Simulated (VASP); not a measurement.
A run of VASP 6.6.1:

File INCAR:

```
SYSTEM = FeO
ALGO = Normal ; EDIFF = 1E-6
ENCUT = 600 ; GGA = PE
GGA_COMPAT = .False. ; ISIF = 2
ISMEAR = -1 ; ISPIN = 2
LASPH = .True. ; LCHARG = .True.
LELF = .True. ; LMAXMIX = 4
LORBIT = 11 ; LREAL = .False.
LVHAR = .True. ; LWAVE = .False.
MAGMOM = 3 0 ; NBANDS = 22
NELM = 200 ; PREC = Accurate
SIGMA = 0.05
```

The input KPOINTS:

```
k-points
0
Gamma
  10 10 10
  0 0 0
```

The input POSCAR:

```
FeO
1.0
    0.0000000000      2.3332595778      2.3332595778
    2.3332595778      0.0000000000      2.3332595778
    2.3332595778      2.3332595778      0.0000000000
Fe O
1 1
Direct
    0.0000000000      0.0000000000      0.0000000000
    0.2500000000      0.2500000000      0.2500000000
```

Potentials or basis: VASP PAW PBE potentials, release 64 (Fe_sv, O).

Command:

```console
$ cat potpaw_PBE.64/Fe_sv/POTCAR potpaw_PBE.64/O/POTCAR > POTCAR
$ mpirun -np 1 vasp_std > vasp.out
```

Hardware: 1 thread of Intel(R) Xeon(R) Platinum 8488C (Sapphire Rapids) (shared host).

Problem. Estimate the wall time of this run.

Solution. Wall time 81 s on 1 thread of Intel(R) Xeon(R) Platinum 8488C (Sapphire Rapids), with other jobs on the host, peak memory 0.19 GiB. Counts: scf iterations 14, k points 47.
